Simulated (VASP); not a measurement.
# CaF2 (Fm-3m) in VASP: single point with HSE06

Aim: the single point of CaF2 with HSE06.

All numbers are computed with VASP 6.6.1; they aren't measurements. Logs are shortened: lines on timing, memory, paths and dates and some standing lists are left out, and cuts for length are marked.

### Step 1. The cell of the first run

The structure is cubic, space group Fm-3m (No. 225). The conventional cell has a = 5.222 Å, b = 5.222 Å, c = 5.222 Å, α = 90.00°, β = 90.00°, γ = 90.00°. Ca (site symmetry m-3m) has 8 F at 2.26 Å within 3.0 Å. F (site symmetry -43m) has 4 Ca at 2.26 Å and 6 F at 2.61 Å within 3.0 Å.

### Step 2. Single point, HSE06 (strain -4.0%)

POSCAR

```
CaF2
1.0
    0.0000000000      2.6108092549      2.6108092549
    2.6108092549      0.0000000000      2.6108092549
    2.6108092549      2.6108092549      0.0000000000
Ca F
1 2
Direct
    0.0000000000      0.0000000000      0.0000000000
    0.2500000000      0.2500000000      0.2500000000
    0.7500000000      0.7500000000      0.7500000000
```

INCAR.step1

```
SYSTEM = CaF2
ALGO = Normal ; EDIFF = 1E-5
ENCUT = 520 ; GGA = PE
GGA_COMPAT = .FALSE. ; ISIF = 2
ISMEAR = 0 ; LASPH = .TRUE.
LCHARG = .FALSE. ; LREAL = .FALSE.
LWAVE = .TRUE. ; NBANDS = 19
NELM = 120 ; PREC = Accurate
SIGMA = 0.01
```

INCAR.step2

```
SYSTEM = CaF2
ALGO = Normal ; EDIFF = 1E-6
ENCUT = 520 ; GGA = PE
GGA_COMPAT = .FALSE. ; HFSCREEN = 0.2079
ISIF = 2 ; ISMEAR = 0
ISTART = 1 ; LASPH = .TRUE.
LCHARG = .FALSE. ; LHFCALC = .TRUE.
LREAL = .FALSE. ; LWAVE = .FALSE.
NBANDS = 19 ; NELM = 120
PREC = Accurate ; PRECFOCK = Normal
SIGMA = 0.01
```

KPOINTS

```
k-points
0
G
  6 6 6
  0 0 0
```

Potentials or basis: VASP PAW PBE potentials, release 64 (Ca_sv, F).

Command:

```bash
$ cat potpaw_PBE.64/Ca_sv/POTCAR potpaw_PBE.64/F/POTCAR > POTCAR
$ cp INCAR.step1 INCAR
$ mpirun -np 1 vasp_std > vasp.out
$ cp INCAR.step2 INCAR
$ mpirun -np 1 vasp_std > vasp.out
```

OUTCAR:

```text
SYSTEM = CaF2
   EDIFF = 1E-6
   ENCUT = 520
   GGA = PE
   HFSCREEN = 0.2079
   ISIF = 2
   ISMEAR = 0
   ISTART = 1
   LASPH = .TRUE.
   LHFCALC = .TRUE.
   LREAL = .FALSE.
   NELM = 120
   PREC = Accurate
   PRECFOCK = Normal

 ion  position               nearest neighbor table
   1  0.000  0.000  0.000-   2 2.26   3 2.26   3 2.26   3 2.26   3 2.26   2 2.26   2 2.26   2 2.26

   2  0.250  0.250  0.250-   1 2.26   1 2.26   1 2.26   1 2.26
   3  0.750  0.750  0.750-   1 2.26   1 2.26   1 2.26   1 2.26

  LATTYP: Found a face centered cubic cell.
 ALAT       =     5.2216185098

  Lattice vectors:

 A1 = (   0.0000000000,   2.6108092549,   2.6108092549)
 A2 = (   2.6108092549,   0.0000000000,   2.6108092549)
 A3 = (   2.6108092549,   2.6108092549,   0.0000000000)

Analysis of symmetry for initial positions (statically):
=====================================================================
 Subroutine PRICEL returns:
 Original cell was already a primitive cell.

 Routine SETGRP: Setting up the symmetry group for a
 face centered cubic supercell.

 Subroutine GETGRP returns: Found 48 space group operations
 (whereof 48 operations were pure point group operations)
 out of a pool of 48 trial point group operations.

The static configuration has the point symmetry O_h .

Analysis of symmetry for dynamics (positions and initial velocities):
=====================================================================
 Subroutine PRICEL returns:
 Original cell was already a primitive cell.

 Routine SETGRP: Setting up the symmetry group for a
 face centered cubic supercell.

 Subroutine GETGRP returns: Found 48 space group operations
 (whereof 48 operations were pure point group operations)
 out of a pool of 48 trial point group operations.

The dynamic configuration has the point symmetry O_h .

 Subroutine INISYM returns: Found 48 space group operations
 (whereof 48 operations are pure point group operations),
 and found     1 'primitive' translations

----------------------------------------------------------------------------------------

                                     Primitive cell

  volume of cell :      35.5922

  direct lattice vectors                    reciprocal lattice vectors
     0.000000000  2.610809255  2.610809255    -0.191511501  0.191511501  0.191511501
     2.610809255  0.000000000  2.610809255     0.191511501 -0.191511501  0.191511501
     2.610809255  2.610809255  0.000000000     0.191511501  0.191511501 -0.191511501

  length of vectors
     3.692241857  3.692241857  3.692241857     0.331707650  0.331707650  0.331707650

  position of ions in fractional coordinates (direct lattice)
     0.000000000  0.000000000  0.000000000
     0.250000000  0.250000000  0.250000000
     0.750000000  0.750000000  0.750000000

  ion indices of the primitive-cell ions
   primitive index   ion index
                 1           1
                 2           2
                 3           3

----------------------------------------------------------------------------------------

 KPOINTS: k-points

Automatic generation of k-mesh.
 Grid dimensions read from file:
 generate k-points for:    6    6    6

 Generating k-lattice:

  Cartesian coordinates                     Fractional coordinates (reciprocal lattice)
    -0.031918584  0.031918584  0.031918584     0.166666667  0.000000000  0.000000000
     0.031918584 -0.031918584  0.031918584     0.000000000  0.166666667  0.000000000
     0.031918584  0.031918584 -0.031918584     0.000000000  0.000000000  0.166666667

  Length of vectors
     0.055284608  0.055284608  0.055284608

  Shift w.r.t. Gamma in fractional coordinates (k-lattice)
     0.000000000  0.000000000  0.000000000

 Subroutine IBZKPT returns following result:
 ===========================================

 Found     16 irreducible k-points:

 Following reciprocal coordinates:
            Coordinates               Weight
  0.000000  0.000000  0.000000      1.000000
  0.166667  0.000000  0.000000      8.000000
  0.333333  0.000000  0.000000      8.000000
  0.500000  0.000000  0.000000      4.000000
  0.166667  0.166667  0.000000      6.000000
  0.333333  0.166667  0.000000     24.000000
[... 8 lines left out ...]
 -0.333333  0.333333  0.166667     24.000000
 -0.333333  0.500000  0.166667     12.000000
   k-points           NKPTS =     16   k-points in BZ     NKDIM =    216   number of bands    NBANDS=     19
   number of dos      NEDOS =    301   number of ions     NIONS =      3
   total plane-waves  NPLWV =  21952
   dimension x,y,z NGX =    28 NGY =   28 NGZ =   28
   dimension x,y,z NGXF=    56 NGYF=   56 NGZF=   56
   ions per type =               1   2
   NGX,Y,Z   is equivalent  to a cutoff of  12.61, 12.61, 12.61 a.u.
   NGXF,Y,Z  is equivalent  to a cutoff of  25.21, 25.21, 25.21 a.u.
 SYSTEM =  CaF2
   PREC   = accura    normal or accurate (medium, high low for compatibility)
   ISTART =      1    job   : 0-new  1-cont  2-samecut
   ICHARG =      0    charge: 1-file 2-atom 10-const
   ISPIN  =      1    spin polarized calculation?
   LNONCOLLINEAR =      F non collinear calculations
   LSORBIT =      F    spin-orbit coupling
   LASPH  =      T    aspherical Exc in radial PAW
   ENCUT  =  520.0 eV  38.22 Ry    6.18 a.u.   6.87  6.87  6.87*2*pi/ulx,y,z
   NELM   =    120;   NELMIN=  2; NELMDL=  0     # of ELM steps
   EDIFF  = 0.1E-05   stopping-criterion for ELM
   LREAL  =      F    real-space projection
   EDIFFG = 0.1E-04   stopping-criterion for IOM
   NSW    =      0    number of steps for IOM
   IBRION =     -1    ionic relax: 0-MD 1-quasi-New 2-CG
   NFREE  =      0    steps in history (QN), initial steepest desc. (CG)
   ISIF   =      2    stress and relaxation
   ISYM   =      3    0-nonsym 1-usesym 2-fastsym
   POTIM  = 0.5000    time-step for ionic-motion
   TEBEG  =    0.0;   TEEND  =   0.0 temperature during run
   PSTRESS=    0.0 pullay stress
   NELECT =      24.0000    total number of electrons
   NUPDOWN=      -1.0000    fix difference up-down
   EMIN   =  10.00;   EMAX   =-10.00  energy-range for DOS
   EFERMI =   0.00;   METHOD = LEGACY
   ISMEAR =     0;   SIGMA  =   0.01  broadening in eV -4-tet -1-fermi 0-gaus
   EFERMI_NEDOS =   21; number of points for ismear=-14 and -15
   IALGO  =     38    algorithm
   IMIX   =      1    mixing-type and parameters
     AMIX     =   0.40;   BMIX     =  1.00
     AMIX_MAG =   1.60;   BMIX_MAG =  1.00
  volume/ion in A,a.u.               =      11.86        80.06
  Fermi-wavevector in a.u.,A,eV,Ry     =   1.435578  2.712849 28.040029  2.060884
  Thomas-Fermi vector in A             =   2.554861
   LORBIT       =      0    0 simple, 1 ext, 2 COOP (PROOUT), +10 PAW based schemes
   GGA     = PE    functional components
   LHFCALC =     T    Hartree Fock is set to
   PRECFOCK=normal    Normal, Fast or Accurate (Low or Medium for compatibility)
   ENCUT4O =  -1.0   cutoff for four orbital integrals eV
   NKREDX  =     1    reduce k-point grid by
   NKREDY  =     1    reduce k-point grid by
   NKREDZ  =     1    reduce k-point grid by
   AEXX    =    0.2500 exact exchange contribution
   HFSCREEN=    0.2079 screening length (either q_TF or 0.3 A-1)
   HFSCREENC=   0.2079 screening length for correlation (either q_TF or 0.3 A-1)
   ENCUTFOCK=  -1.0 apply spherical cutoff to Coloumb kernel
   IVDW    =     0    specifies the selected vdW correction
   LEPSILON=     F    determine dielectric tensor
   LRPA    =     F    only Hartree local field effects (RPA)
 non-spin polarized calculation
 Gauss-broadening in eV      SIGMA  =   0.01
  energy-cutoff  :      520.00
  volume of cell :       35.59
 maximum number of plane-waves:       982
  NGX = 24; NGY = 24; NGZ = 24

 number of electron      24.0000018 magnetization

 Free energy of the ion-electron system (eV)
  ---------------------------------------------------
  ext. energy  EPLUGINS =         0.00000000
  ---------------------------------------------------
  free energy    TOTEN  =       -20.33869069 eV

  energy without entropy =      -20.33869069  energy(sigma->0) =      -20.33869069

 E-fermi :  -1.6560     XC(G=0):  -8.4444

 val. band max:       -1.8110000878   @ k =   0.5000   0.5000   0.0000
 cond. band min:       8.4205476396   @ k =   0.0000   0.0000   0.0000
 fundamental gap:     10.2315477273
 Fermi energy:        -1.6560162020

 k-point     1 :       0.0000    0.0000    0.0000
  band No.  band energies     occupation
      1     -39.2173      2.00000
      2     -23.7114      2.00000
      3     -22.6860      2.00000
      4     -18.6764      2.00000
      5     -18.6764      2.00000
      6     -18.6764      2.00000
[... 11 lines left out ...]
     18      13.4496      0.00000
     19      18.5824      0.00000

 k-point     2 :       0.1667    0.0000    0.0000
  band No.  band energies     occupation
      1     -39.1984      2.00000
      2     -23.7821      2.00000
      3     -22.7882      2.00000
      4     -18.6979      2.00000
      5     -18.6979      2.00000
      6     -18.5463      2.00000
[... 11 lines left out ...]
     18      13.3404      0.00000
     19      17.5123      0.00000

 k-point     3 :       0.3333    0.0000    0.0000
  band No.  band energies     occupation
      1     -39.1603      2.00000
      2     -23.8501      2.00000
      3     -23.0784      2.00000
      4     -18.7401      2.00000
      5     -18.7401      2.00000
      6     -18.2552      2.00000
[... 11 lines left out ...]
     18      13.1296      0.00000
     19      16.1817      0.00000

 k-point     4 :       0.5000    0.0000    0.0000
  band No.  band energies     occupation
      1     -39.1411      2.00000
      2     -23.8299      2.00000
      3     -23.2802      2.00000
      4     -18.7610      2.00000
      5     -18.7610      2.00000
      6     -18.0981      2.00000
[... 231 lines left out ...]
     18      13.9541      0.00000
     19      17.5339      0.00000

 k-point    15 :      -0.3333    0.3333    0.1667
  band No.  band energies     occupation
      1     -39.1223      2.00000
      2     -23.7084      2.00000
      3     -23.5753      2.00000
      4     -18.8493      2.00000
      5     -18.4074      2.00000
      6     -18.2576      2.00000
[... 11 lines left out ...]
     18      15.0831      0.00000
     19      17.0895      0.00000

 k-point    16 :      -0.3333    0.5000    0.1667
  band No.  band energies     occupation
      1     -39.1160      2.00000
      2     -23.8925      2.00000
      3     -23.4134      2.00000
      4     -18.8922      2.00000
      5     -18.5731      2.00000
      6     -18.0485      2.00000
[... 11 lines left out ...]
     18      16.4836      0.00000
     19      16.8394      0.00000

------------------------ aborting loop because EDIFF is reached ----------------------------------------

  FORCE on cell =-STRESS in cart. coord.  units (eV):
  Direction    XX          YY          ZZ          XY          YZ          ZX
  --------------------------------------------------------------------------------------
  -------------------------------------------------------------------------------------
  Total        3.7027791      3.7027791      3.7027791      0.0000000      0.0000000      0.0000000
  in kB      166.6797962    166.6797962    166.6797962      0.0000000      0.0000000      0.0000000
  external PRESSURE =     166.6797962 kB  Pullay stress =       0.0000000 kB

 VOLUME and BASIS-vectors are now :
 -----------------------------------------------------------------------------
  energy-cutoff  :      520.00
  volume of cell :       35.59
      direct lattice vectors                 reciprocal lattice vectors
     0.000000000  2.610809255  2.610809255    -0.191511501  0.191511501  0.191511501
     2.610809255  0.000000000  2.610809255     0.191511501 -0.191511501  0.191511501
     2.610809255  2.610809255  0.000000000     0.191511501  0.191511501 -0.191511501

 POSITION                                       TOTAL-FORCE (eV/Angst)
 -----------------------------------------------------------------------------------
      0.00000      0.00000      0.00000         0.000000      0.000000      0.000000
      1.30540      1.30540      1.30540        -0.000000     -0.000000     -0.000000
      3.91621      3.91621      3.91621         0.000000     -0.000000      0.000000
 -----------------------------------------------------------------------------------
    total drift:                                0.000000      0.000000      0.000000

  FREE ENERGIE OF THE ION-ELECTRON SYSTEM (eV)
  ---------------------------------------------------
  free  energy   TOTEN  =       -20.3386906922 eV

  energy  without entropy=      -20.3386906922  energy(sigma->0) =      -20.33869069
```

Run time: 87 min. Hardware: 1 thread of Intel Xeon Platinum 8259CL at 2.50GHz (Skylake/Cascade Lake), shared host; peak memory 0.29 GiB.

Results:

```
Free energy            : -20.3387 eV
Pressure               : 16.7 GPa
Band gap on the k mesh : 10.23 eV (least direct gap 10.52 eV)
```

Caveat: the cell differs from its parent crystal (strain -4.0%); the cell stands under pressure; the PAW data sets were made with another functional, which shifts forces and pressure a little. A k mesh can miss the band edges.
